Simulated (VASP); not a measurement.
# AlBiO4 (F-43m) in VASP: single point with PBE

Aim: the single point of AlBiO4 with PBE.

Program: VASP 6.6.1. These are calculated values, not measurements. Logs are shortened: lines on timing, memory, paths and dates and some standing lists are left out, and cuts for length are marked.

### Step 1. The cell of the first run

Symmetry: F-43m, No. 216, cubic system. The conventional cell has a = 7.141 Å, b = 7.141 Å, c = 7.141 Å, α = 90.00°, β = 90.00°, γ = 90.00°. Al (site symmetry -43m) has 12 O at 2.96 Å and 4 Bi at 3.09 Å within 3.9 Å. Within 3.9 Å of Bi (site symmetry -43m) lie 12 O at 2.96 Å and 4 Al at 3.09 Å. O (site symmetry 3m) has 6 O at 2.52 to 2.53 Å and 3 Bi at 2.96 Å and 3 Al at 2.96 Å within 3.3 Å.

### Step 2. Single point, PBE

Contents of INCAR:

```
SYSTEM = AlBiO4
PREC = Accurate
ENCUT = 520
EDIFF = 1E-6
ISMEAR = 0
SIGMA = 0.1
LREAL = .FALSE.
LASPH = .TRUE.
NELM = 60
ALGO = Normal
ISIF = 2
LWAVE = .FALSE.
LCHARG = .TRUE.
GGA = PE
LELF = .TRUE.
LVHAR = .TRUE.
NBANDS = 30
```

Contents of KPOINTS:

```
regular mesh
0
G
  4 4 4
  0 0 0
```

Contents of POSCAR:

```
AlBiO4
1.0
    0.0000000000      3.5702542100      3.5702542100
    3.5702542100      0.0000000000      3.5702542100
    3.5702542100      3.5702542100      0.0000000000
Al Bi O
1 1 4
Direct
    0.2500000000      0.2500000000      0.2500000000
    0.0000000000      0.0000000000      0.0000000000
    0.1249259700      0.6250246800      0.6250246800
    0.6250246800      0.6250246800      0.1249259700
    0.6250246800      0.6250246800      0.6250246800
    0.6250246800      0.1249259700      0.6250246800
```

Potentials or basis: VASP PAW PBE potentials, release 64 (Al, Bi_d, O).

Started as:

```sh
> cat potpaw_PBE.64/Al/POTCAR potpaw_PBE.64/Bi_d/POTCAR potpaw_PBE.64/O/POTCAR > POTCAR
> mpirun -np 1 vasp_std > vasp.out
```

OUTCAR:

```text
SYSTEM = AlBiO4
   PREC = Accurate
   ENCUT = 520
   EDIFF = 1E-6
   ISMEAR = 0
   LREAL = .FALSE.
   LASPH = .TRUE.
   NELM = 60
   ISIF = 2
   GGA = PE

 ion  position               nearest neighbor table
   1  0.250  0.250  0.250-   2 3.09   2 3.09   2 3.09   2 3.09
   2  0.000  0.000  0.000-   1 3.09   1 3.09   1 3.09   1 3.09
   3  0.125  0.625  0.625-
   4  0.625  0.625  0.125-
   5  0.625  0.625  0.625-
   6  0.625  0.125  0.625-

  LATTYP: Found a face centered cubic cell.
 ALAT       =     7.1405084200

  Lattice vectors:

 A1 = (   0.0000000000,   3.5702542100,   3.5702542100)
 A2 = (   3.5702542100,   0.0000000000,   3.5702542100)
 A3 = (   3.5702542100,   3.5702542100,   0.0000000000)

Analysis of symmetry for initial positions (statically):
=====================================================================
 Subroutine PRICEL returns:
 Original cell was already a primitive cell.

 Routine SETGRP: Setting up the symmetry group for a
 face centered cubic supercell.

 Subroutine GETGRP returns: Found 24 space group operations
 (whereof 24 operations were pure point group operations)
 out of a pool of 48 trial point group operations.

The static configuration has the point symmetry T_d .

Analysis of symmetry for dynamics (positions and initial velocities):
=====================================================================
 Subroutine PRICEL returns:
 Original cell was already a primitive cell.

 Routine SETGRP: Setting up the symmetry group for a
 face centered cubic supercell.

 Subroutine GETGRP returns: Found 24 space group operations
 (whereof 24 operations were pure point group operations)
 out of a pool of 48 trial point group operations.

The dynamic configuration has the point symmetry T_d .

 Subroutine INISYM returns: Found 24 space group operations
 (whereof 24 operations are pure point group operations),
 and found     1 'primitive' translations

----------------------------------------------------------------------------------------

                                     Primitive cell

  volume of cell :      91.0180

  direct lattice vectors                    reciprocal lattice vectors
     0.000000000  3.570254210  3.570254210    -0.140046050  0.140046050  0.140046050
     3.570254210  0.000000000  3.570254210     0.140046050 -0.140046050  0.140046050
     3.570254210  3.570254210  0.000000000     0.140046050  0.140046050 -0.140046050

  length of vectors
     5.049101925  5.049101925  5.049101925     0.242566874  0.242566874  0.242566874

  position of ions in fractional coordinates (direct lattice)
     0.250000000  0.250000000  0.250000000
     0.000000000  0.000000000  0.000000000
     0.124925970  0.625024680  0.625024680
     0.625024680  0.625024680  0.124925970
     0.625024680  0.625024680  0.625024680
     0.625024680  0.124925970  0.625024680

  ion indices of the primitive-cell ions
   primitive index   ion index
                 1           1
                 2           2
                 3           3
                 4           4
                 5           5
                 6           6

----------------------------------------------------------------------------------------

 KPOINTS: regular mesh

Automatic generation of k-mesh.
 Grid dimensions read from file:
 generate k-points for:    4    4    4

 Generating k-lattice:

  Cartesian coordinates                     Fractional coordinates (reciprocal lattice)
    -0.035011513  0.035011513  0.035011513     0.250000000  0.000000000  0.000000000
     0.035011513 -0.035011513  0.035011513     0.000000000  0.250000000  0.000000000
     0.035011513  0.035011513 -0.035011513     0.000000000  0.000000000  0.250000000

  Length of vectors
     0.060641719  0.060641719  0.060641719

  Shift w.r.t. Gamma in fractional coordinates (k-lattice)
     0.000000000  0.000000000  0.000000000

 Subroutine IBZKPT returns following result:
 ===========================================

 Found      8 irreducible k-points:

 Following reciprocal coordinates:
            Coordinates               Weight
  0.000000  0.000000  0.000000      1.000000
  0.250000  0.000000  0.000000      8.000000
  0.500000  0.000000  0.000000      4.000000
  0.250000  0.250000  0.000000      6.000000
  0.500000  0.250000  0.000000     24.000000
 -0.250000  0.250000  0.000000     12.000000
  0.500000  0.500000  0.000000      3.000000
 -0.250000  0.500000  0.250000      6.000000
   k-points           NKPTS =      8   k-points in BZ     NKDIM =      8   number of bands    NBANDS=     30
   number of dos      NEDOS =    301   number of ions     NIONS =      6
   total plane-waves  NPLWV =  64000
   dimension x,y,z NGX =    40 NGY =   40 NGZ =   40
   dimension x,y,z NGXF=    80 NGYF=   80 NGZF=   80
   ions per type =               1   1   4
   NGX,Y,Z   is equivalent  to a cutoff of  13.17, 13.17, 13.17 a.u.
   NGXF,Y,Z  is equivalent  to a cutoff of  26.34, 26.34, 26.34 a.u.
 SYSTEM =  AlBiO4
   PREC   = accura    normal or accurate (medium, high low for compatibility)
   ISTART =      0    job   : 0-new  1-cont  2-samecut
   ICHARG =      2    charge: 1-file 2-atom 10-const
   ISPIN  =      1    spin polarized calculation?
   LNONCOLLINEAR =      F non collinear calculations
   LSORBIT =      F    spin-orbit coupling
   LASPH  =      T    aspherical Exc in radial PAW
   ENCUT  =  520.0 eV  38.22 Ry    6.18 a.u.   9.39  9.39  9.39*2*pi/ulx,y,z
   NELM   =     60;   NELMIN=  2; NELMDL= -5     # of ELM steps
   EDIFF  = 0.1E-05   stopping-criterion for ELM
   LREAL  =      F    real-space projection
   EDIFFG = 0.1E-04   stopping-criterion for IOM
   NSW    =      0    number of steps for IOM
   IBRION =     -1    ionic relax: 0-MD 1-quasi-New 2-CG
   NFREE  =      0    steps in history (QN), initial steepest desc. (CG)
   ISIF   =      2    stress and relaxation
   ISYM   =      2    0-nonsym 1-usesym 2-fastsym
   POTIM  = 0.5000    time-step for ionic-motion
   TEBEG  =    0.0;   TEEND  =   0.0 temperature during run
   PSTRESS=    0.0 pullay stress
   NELECT =      42.0000    total number of electrons
   NUPDOWN=      -1.0000    fix difference up-down
   EMIN   =  10.00;   EMAX   =-10.00  energy-range for DOS
   EFERMI =   0.00;   METHOD = LEGACY
   ISMEAR =     0;   SIGMA  =   0.10  broadening in eV -4-tet -1-fermi 0-gaus
   EFERMI_NEDOS =   21; number of points for ismear=-14 and -15
   IALGO  =     38    algorithm
   IMIX   =      4    mixing-type and parameters
     AMIX     =   0.40;   BMIX     =  1.00
     AMIX_MAG =   1.60;   BMIX_MAG =  1.00
  volume/ion in A,a.u.               =      15.17       102.37
  Fermi-wavevector in a.u.,A,eV,Ry     =   1.265073  2.390641 21.774883  1.600409
  Thomas-Fermi vector in A             =   2.398345
   LORBIT       =      0    0 simple, 1 ext, 2 COOP (PROOUT), +10 PAW based schemes
   GGA     = PE    functional components
   LHFCALC =     F    Hartree Fock is set to
   AEXX    =    0.0000 exact exchange contribution
   IVDW    =     0    specifies the selected vdW correction
   LEPSILON=     F    determine dielectric tensor
   LRPA    =     F    only Hartree local field effects (RPA)
 non-spin polarized calculation
 Gauss-broadening in eV      SIGMA  =   0.10
  energy-cutoff  :      520.00
  volume of cell :       91.02
 maximum number of plane-waves:      2477
 NGX is ok and might be reduce to    40
   NGX = 19   NGY = 19   NGZ = 19

 number of electron      42.0000007 magnetization

 Free energy of the ion-electron system (eV)
  ---------------------------------------------------
  ext. energy  EPLUGINS =         0.00000000
  ---------------------------------------------------
  free energy    TOTEN  =       -22.03291977 eV

  energy without entropy =      -22.00094679  energy(sigma->0) =      -22.01693328

 E-fermi :   3.7670     XC(G=0): -10.2402

 val. band max:        3.7519724711   @ k =   0.5000   0.5000   0.0000
 cond. band min:       3.7954427803   @ k =   0.0000   0.0000   0.0000
 fundamental gap:      0.0434703092
 Fermi energy:         3.7669947172

 k-point     1 :       0.0000    0.0000    0.0000
  band No.  band energies     occupation
      1     -19.6936      2.00000
      2     -19.6936      2.00000
      3     -19.6936      2.00000
      4     -19.6637      2.00000
      5     -19.6637      2.00000
      6     -13.9493      2.00000
[... 22 lines left out ...]
     29       9.8032      0.00000
     30      15.1167      0.00000

 k-point     2 :       0.2500    0.0000    0.0000
  band No.  band energies     occupation
      1     -19.6937      2.00000
      2     -19.6924      2.00000
      3     -19.6924      2.00000
      4     -19.6643      2.00000
      5     -19.6643      2.00000
      6     -13.7456      2.00000
[... 22 lines left out ...]
     29       9.7178      0.00000
     30      14.3389      0.00000

 k-point     3 :       0.5000    0.0000    0.0000
  band No.  band energies     occupation
      1     -19.6938      2.00000
      2     -19.6913      2.00000
      3     -19.6913      2.00000
      4     -19.6648      2.00000
      5     -19.6648      2.00000
      6     -13.4315      2.00000
[... 22 lines left out ...]
     29      10.4283      0.00000
     30      14.1458      0.00000

 k-point     4 :       0.2500    0.2500    0.0000
  band No.  band energies     occupation
      1     -19.6950      2.00000
      2     -19.6913      2.00000
      3     -19.6913      2.00000
      4     -19.6663      2.00000
      5     -19.6629      2.00000
      6     -13.6715      2.00000
[... 22 lines left out ...]
     29       9.6354      0.00000
     30      13.3467      0.00000

 k-point     5 :       0.5000    0.2500    0.0000
  band No.  band energies     occupation
      1     -19.6945      2.00000
      2     -19.6907      2.00000
      3     -19.6901      2.00000
      4     -19.6670      2.00000
      5     -19.6635      2.00000
      6     -13.3180      2.00000
[... 22 lines left out ...]
     29      10.1781      0.00000
     30      13.7749      0.00000

 k-point     6 :      -0.2500    0.2500    0.0000
  band No.  band energies     occupation
      1     -19.6933      2.00000
      2     -19.6918      2.00000
      3     -19.6911      2.00000
      4     -19.6650      2.00000
      5     -19.6650      2.00000
      6     -13.4597      2.00000
[... 22 lines left out ...]
     29      10.0879      0.00000
     30      13.7326      0.00000

 k-point     7 :       0.5000    0.5000    0.0000
  band No.  band energies     occupation
      1     -19.6963      2.00000
      2     -19.6890      2.00000
      3     -19.6890      2.00000
      4     -19.6692      2.00000
      5     -19.6622      2.00000
      6     -13.0204      2.00000
[... 22 lines left out ...]
     29       9.8867      0.00000
     30      14.4821      0.00000

 k-point     8 :      -0.2500    0.5000    0.2500
  band No.  band energies     occupation
      1     -19.6936      2.00000
      2     -19.6918      2.00000
      3     -19.6890      2.00000
      4     -19.6674      2.00000
      5     -19.6638      2.00000
      6     -13.0167      2.00000
[... 22 lines left out ...]
     29      10.2485      0.00000
     30      13.6763      0.00000

------------------------ aborting loop because EDIFF is reached ----------------------------------------

  FORCE on cell =-STRESS in cart. coord.  units (eV):
  Direction    XX          YY          ZZ          XY          YZ          ZX
  --------------------------------------------------------------------------------------
  -------------------------------------------------------------------------------------
  Total       -8.6816825     -8.6816825     -8.6816825      0.0000000     -0.0000000      0.0000000
  in kB     -152.8224178   -152.8224178   -152.8224178      0.0000000     -0.0000000      0.0000000
  external PRESSURE =    -152.8224178 kB  Pullay stress =       0.0000000 kB

 VOLUME and BASIS-vectors are now :
 -----------------------------------------------------------------------------
  energy-cutoff  :      520.00
  volume of cell :       91.02
      direct lattice vectors                 reciprocal lattice vectors
     0.000000000  3.570254210  3.570254210    -0.140046050  0.140046050  0.140046050
     3.570254210  0.000000000  3.570254210     0.140046050 -0.140046050  0.140046050
     3.570254210  3.570254210  0.000000000     0.140046050  0.140046050 -0.140046050

 POSITION                                       TOTAL-FORCE (eV/Angst)
 -----------------------------------------------------------------------------------
      1.78513      1.78513      1.78513        -0.000000     -0.000000     -0.000000
      0.00000      0.00000      0.00000        -0.000000     -0.000000     -0.000000
      4.46299      2.67751      2.67751        -0.162529      0.162529      0.162529
      2.67751      2.67751      4.46299         0.162529      0.162529     -0.162529
      4.46299      4.46299      4.46299        -0.162529     -0.162529     -0.162529
      2.67751      4.46299      2.67751         0.162529     -0.162529      0.162529
 -----------------------------------------------------------------------------------
    total drift:                               -0.000087     -0.000087     -0.000087

  FREE ENERGIE OF THE ION-ELECTRON SYSTEM (eV)
  ---------------------------------------------------
  free  energy   TOTEN  =       -22.0329197732 eV

  energy  without entropy=      -22.0009467922  energy(sigma->0) =      -22.01693328
```

Run time: 38 s. Hardware: 1 thread of Intel Xeon Platinum 8259CL at 2.50GHz (Skylake/Cascade Lake), shared host; peak memory 0.24 GiB.

What came out:

```yaml
Free_energy: -22.0329 eV
Pressure: -15.3 GPa
Largest_force: 0.282 eV/Å
Band_gap_on_the_k_mesh: zero (filled and empty bands touch)
```

Forces on the atoms (eV/Å):
```
Al   0.000  0.000  0.000
Bi   0.000  0.000  0.000
O   -0.163  0.163  0.163
O    0.163  0.163 -0.163
O   -0.163 -0.163 -0.163
O    0.163 -0.163  0.163
```

Caveat: the k points lie up to 0.38 Å⁻¹ apart; spin-orbit coupling is left out, which moves the levels of the heavy elements.
